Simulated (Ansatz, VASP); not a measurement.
GaP in VASP and in Ansatz

File INCAR:

```
SYSTEM = GaP
ALGO = Normal
EDIFF = 1E-6
ENCUT = 520
GGA = PE
ISIF = 2
ISMEAR = 0
LASPH = .True.
LCHARG = .False.
LREAL = .False.
LWAVE = .False.
NBANDS = 26
NELM = 60
PREC = Accurate
SIGMA = 0.02
```

File KPOINTS:

```
k-points
0
Gamma
  9 9 9
  0 0 0
```

The input POSCAR:

```
GaP
1.0
    1.8455923946      1.0655532658      6.6871421909
   -1.8455923946      1.0655532658      6.6871421909
    0.0000000000     -2.1311065316      6.6871421909
Ga P
2 2
Direct
    0.4318367373      0.4318367373      0.4318367373
    0.5681632627      0.5681632627      0.5681632627
    0.0547724246      0.0547724246      0.0547724246
    0.9452275754      0.9452275754      0.9452275754
```

Input for Ansatz:

```yaml
crystal:
  lattice:
    - [1.8455923946, 1.0655532658, 6.6871421909]
    - [-1.8455923946, 1.0655532658, 6.6871421909]
    - [0.0, -2.1311065316, 6.6871421909]
  atoms:
    - { symbol: Ga, position: [0.4318367373, 0.4318367373, 0.4318367373] }
    - { symbol: Ga, position: [0.5681632627, 0.5681632627, 0.5681632627] }
    - { symbol: P, position: [0.0547724246, 0.0547724246, 0.0547724246] }
    - { symbol: P, position: [0.9452275754, 0.9452275754, 0.9452275754] }
basis:
  ecutwfc: 420
kpoints:
  mp_grid: { grid: [9, 9, 9] }
hamiltonian:
  xc: pbe
scf:
  occupations: { method: gaussian, width: 0.02 }
output:
  forces: true
  stress: true
  eigenvalues: true
  populations: true
```

Alike in both runs: task single point; functional PBE; k mesh 9 × 9 × 9; occupations gaussian, width 0.02 eV; no spin polarisation.

```csv
,VASP,Ansatz
version,VASP 6.6.1,Ansatz 0.2.0
potentials or method,"VASP PAW PBE potentials, release 64 (Ga_d, P), cutoff 520 eV","scalar-relativistic, plane waves, PAW"
valence electrons in the cell,36,36
```

|  | VASP | Ansatz | Ansatz less VASP |
| --- | --- | --- | --- |
| gap on the k mesh at the Fermi level (eV) | 0.71 | 0.71 | -0.005 |
| least direct gap on the mesh (eV) | 0.74 | 0.73 | -0.010 |
| pressure (GPa) | 6.8 | 6.9 | +0.10 |
| traceless stress, the component that is largest in VASP (GPa) | -9.98 | -9.93 | +0.054 |
| rms of the force components (eV/Å) | 0.544 | 0.545 | +0.0008 |

Atom by atom the forces differ by 0.015 eV/Å (rms over components). With one functional, cell and mesh, what is left measures potentials, basis and numerics.
